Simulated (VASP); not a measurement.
Wanted: the native input for a VASP 6.6.1 run.

```
Task                   : single point
Functional             : PBE
Potentials or basis    : VASP PAW PBE potentials, release 64 (B, N)
Cutoff                 : 520 eV
k mesh                 : 6 × 6 × 6
Occupations            : gaussian, width 0.01 eV
Spin                   : no spin polarisation
Dipole correction      : no
Further INCAR settings : ALGO = Normal; EDIFF = 1e-06; NBANDS = 11
```

The structure of BN lies in POSCAR:

```
BN
1.0
   -0.0554560606      1.8215624230      1.8215624230
    1.8215624230     -0.0554560606      1.8215624230
    1.8215624230      1.8215624230     -0.0554560606
B N
1 1
Direct
    0.0001022611      0.0001022611      0.0001022611
    0.2498977389      0.2498977389      0.2498977389
```

This cell differs from its parent crystal: epitaxial 111 strain +4.0%.

These files were run (other wordings do the same):

INCAR

```
SYSTEM = BN
ALGO = Normal ; EDIFF = 1E-6
ENCUT = 520 ; GGA = PE
ISIF = 2 ; ISMEAR = 0
LASPH = .True. ; LCHARG = .False.
LREAL = .False. ; LWAVE = .False.
NBANDS = 11 ; NELM = 100
PREC = Accurate ; SIGMA = 0.01
```

KPOINTS

```
k-points
0
Gamma
  6 6 6
  0 0 0
```

Potentials or basis: VASP PAW PBE potentials, release 64 (B, N).

Command:

```sh
$ cat potpaw_PBE.64/B/POTCAR potpaw_PBE.64/N/POTCAR > POTCAR
$ mpirun -np 1 vasp_std > vasp.out
```

Results of the run:

```
Pressure               : -18.9 GPa
Largest force          : 0.064 eV/Å
Band gap on the k mesh : 4.29 eV, indirect (least direct gap 8.07 eV)
```

Caveat: the k points lie up to 0.49 Å⁻¹ apart; the cell differs from its parent crystal (epitaxial 111 strain +4.0%).

It took 5.3 s on 1 thread of Intel(R) Xeon(R) Platinum 8259CL CPU @ 2.50GHz (Skylake/Cascade Lake) (shared host), peak memory 0.12 GiB.
